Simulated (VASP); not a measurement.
Write the native input for VASP 6.6.1 that does the following.

- Task: single point
- Functional: PBE
- Potentials or basis: VASP PAW PBE potentials, release 64 (Sb, Se)
- Cutoff: 500 eV
- k mesh: 2 × 2 × 2
- Occupations: gaussian, width 0.15 eV
- Spin: no spin polarisation
- Dipole correction: no
- Further INCAR settings: ALGO = Normal; EDIFF = 1e-06; NBANDS = 39

The structure of Sb2Se3 lies in POSCAR:

```
Sb2Se3
1.0
    7.3441006144      0.0000000000      0.0000000000
    0.0000000000      7.3441006144      0.0000000000
    0.0000000000      0.0000000000      5.6975459196
Sb Se
4 6
Direct
    0.7500000000      0.7500000000      0.7500000000
    0.2500000000      0.2500000000      0.7500000000
    0.7500000000      0.2500000000      0.2500000000
    0.2500000000      0.7500000000      0.2500000000
    0.5000000000      0.0000000000      0.9996546027
    0.5000000000      0.0000000000      0.4996546027
    0.0000000000      0.5000000000      0.5003453973
    0.0000000000      0.5000000000      0.0003453973
    0.0000000000      0.0000000000      0.0000000000
    0.5000000000      0.5000000000      0.5000000000
```

The cell was built from a structure type or drawn by symmetry, and may not be a known phase.

The input as run:

INCAR

```
PREC     = Accurate       # precision mode
ENCUT    = 500            # plane-wave cutoff, eV
EDIFF    = 1E-6           # SCF threshold, eV
ISMEAR   = 0              # smearing method
SIGMA    = 0.15           # smearing width, eV
LREAL    = False          # projectors in reciprocal space
LASPH    = True           # aspherical terms in the spheres
NELM     = 120            # most SCF steps
ALGO     = Normal         # electronic algorithm
ISIF     = 2              # what is computed and relaxed
LWAVE    = False          # write WAVECAR
LCHARG   = False          # write CHGCAR
GGA      = PE             # functional
NBANDS   = 39             # bands
GGA_COMPAT= False
```

KPOINTS

```
regular mesh
0
Gamma
  2 2 2
```

Potentials or basis: VASP PAW PBE potentials, release 64 (Sb, Se).

Launch:

```sh
$ cat potpaw_PBE.64/Sb/POTCAR potpaw_PBE.64/Se/POTCAR > POTCAR
$ mpirun -np 1 vasp_std > vasp.out
```

Results of the run:

```yaml
Pressure: 0.0 GPa
Largest_force: 0.004 eV/Å
Band_gap_on_the_k_mesh: zero (bands 28 and 29 overlap by 0.75 eV)
```

Caveat: the k points lie up to 0.55 Å⁻¹ apart, too coarse for converged energies and pressures of a metal; spin-orbit coupling is left out, which moves the levels of the heavy elements.

Wall time 43 s on 1 thread of Intel(R) Xeon(R) 6975P-C (Granite Rapids), on a shared host, peak memory 0.35 GiB.
